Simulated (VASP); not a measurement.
A run of VASP 6.6.1 is set up as follows.

The input INCAR:

```
ALGO = Normal
EDIFF = 1E-7
EDIFFG = -0.04
ENCUT = 600
GGA = PE
IBRION = 2
ISIF = 3
ISMEAR = 0
LASPH = T
LCHARG = F
LREAL = F
LWAVE = F
NELM = 100
NSW = 90
PREC = Accurate
SIGMA = 0.1
```

The input KPOINTS:

```
k-points
0
Gamma
  6 6 6
```

POSCAR

```
CaH4
1.0
    3.7330967400      0.0000000000      0.0000000000
    0.0000000000      3.7330967400      0.0000000000
    0.0000000000      0.0000000000      3.7330967400
Ca H
1 4
Direct
    0.0000000000      0.0000000000      0.0000000000
    0.5000000000      0.0000000000      0.0000000000
    0.0000000000      0.5000000000      0.0000000000
    0.0000000000      0.0000000000      0.5000000000
    0.5000000000      0.5000000000      0.5000000000
```

Potentials or basis: VASP PAW PBE potentials, release 64 (Ca_sv, H).

Run with:

```bash
$ cat potpaw_PBE.64/Ca_sv/POTCAR potpaw_PBE.64/H/POTCAR > POTCAR
$ mpirun -np 1 vasp_std > vasp.out
```

Estimate the relaxed cell.

a = 4.153 Å, b = 4.153 Å, c = 4.153 Å, α = 90.00°, β = 90.00°, γ = 90.00°.

What does it give for the band gap on the k mesh?

Zero (band 7 reaches -2.38 eV, above the bottom of band 8 at -2.74 eV).

The path:
```
step  energy change (eV)  largest force (eV/Å)  pressure (GPa)  volume (Å³)
   1              0.0000                0.0000           12.43        52.02
   2             -0.3693                0.0000            6.71        58.34
   3             -0.6071                0.0000            1.08        68.99
   4             -0.6172                0.0000            0.16        71.65
```

Caveat: the volume moved by over 15 % at a fixed basis, so the end points are rough.
